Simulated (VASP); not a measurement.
AgHgF3: single point with r2SCAN+rVV10

The system is AgHgF3.

```xyz
5
Lattice="4.4336 0.0000 0.0000 0.0000 4.4336 0.0000 0.0000 0.0000 4.4336" Properties=species:S:1:pos:R:3 pbc="T T T"
Ag    0.0000    0.0000    0.0000
Hg    2.2168    2.2168    2.2168
F     0.0000    2.2168    2.2168
F     2.2168    0.0000    2.2168
F     2.2168    2.2168    0.0000
```

```yaml
Program: VASP 6.6.1
Task: single point
Functional: r2SCAN
Dispersion: rVV10
Potentials_or_basis: VASP PAW PBE potentials, release 64 (Ag, Hg, F)
Cutoff: 520 eV
k_mesh: 6 × 6 × 6
Occupations: fermi-dirac, width 0.03 eV
Spin: no spin polarisation
Dipole_correction: no
Further_INCAR_settings: ALGO = Normal; EDIFF = 1e-07; NBANDS = 30
```

The pressure is 0.8 GPa and the band gap on the k mesh is zero (bands 22 and 23 overlap by 0.34 eV).

Levels at points of the mesh, in eV from the Fermi level:
| k point | band 18 | band 19 | band 20 | band 21 | band 22 | band 23 | band 24 | band 25 | band 26 | band 27 |
| --- | --- | --- | --- | --- | --- | --- | --- | --- | --- | --- |
| (0.00, 0.00, 0.00) | -2.86 | -2.86 | -2.72 | -2.72 | -2.72 | -0.42 | 3.38 | 8.78 | 8.78 | 8.78 |
| (0.50, 0.00, 0.00) | -2.74 | -2.47 | -2.40 | -2.40 | -2.19 | 2.19 | 3.18 | 6.90 | 9.06 | 9.06 |
| (0.50, 0.50, 0.00) | -2.50 | -2.40 | -2.28 | -2.28 | -0.08 | 2.91 | 5.23 | 5.62 | 5.62 | 8.83 |
| (0.50, 0.50, 0.50) | -2.71 | -2.68 | -2.68 | -0.08 | -0.08 | 2.62 | 6.49 | 7.28 | 7.28 | 7.28 |

Wall time 5.7 min on 1 thread of Oxide Virtual Turin-like Processor, with other jobs on the host, peak memory 0.39 GiB.

Caveat: the PAW data sets were made with another functional, which shifts forces and pressure a little; spin-orbit coupling is left out, which moves the levels of the heavy elements.
